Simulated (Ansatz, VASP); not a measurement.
**SiC: VASP beside Ansatz**

```
CELL_PARAMETERS angstrom
3.09693 0.00000 0.00000
0.00000 4.37971 0.00000
0.00000 0.00000 17.54850
ATOMIC_POSITIONS crystal
Si 0.00000 0.83593 0.48379
Si 0.50000 0.33593 0.51621
C 0.50000 0.66407 0.45814
C 0.00000 0.16407 0.54186
```

Alike in both runs: functional PBE; k mesh 8 × 6 × 1; occupations fermi-dirac, width 0.02 eV; no spin polarisation.

Ansatz relaxed the structure, and its values are those at the end. VASP's run is a single point on that final structure, the one shown.

```csv
,VASP,Ansatz
version,VASP 6.6.1,Ansatz 0.2.0
potentials or method,"VASP PAW PBE potentials, release 64 (Si, C), cutoff 520 eV","all-electron LAPW, scalar-relativistic"
```

|  | VASP | Ansatz | Ansatz less VASP |
| --- | --- | --- | --- |
| gap on the k mesh at the Fermi level (eV) | 2.42 | 2.42 | +0.005 |
| rms of the force components (eV/Å) | 0.003 | 0.001 | -0.0022 |

Ansatz ran all-electron here, and VASP with PAW potentials.
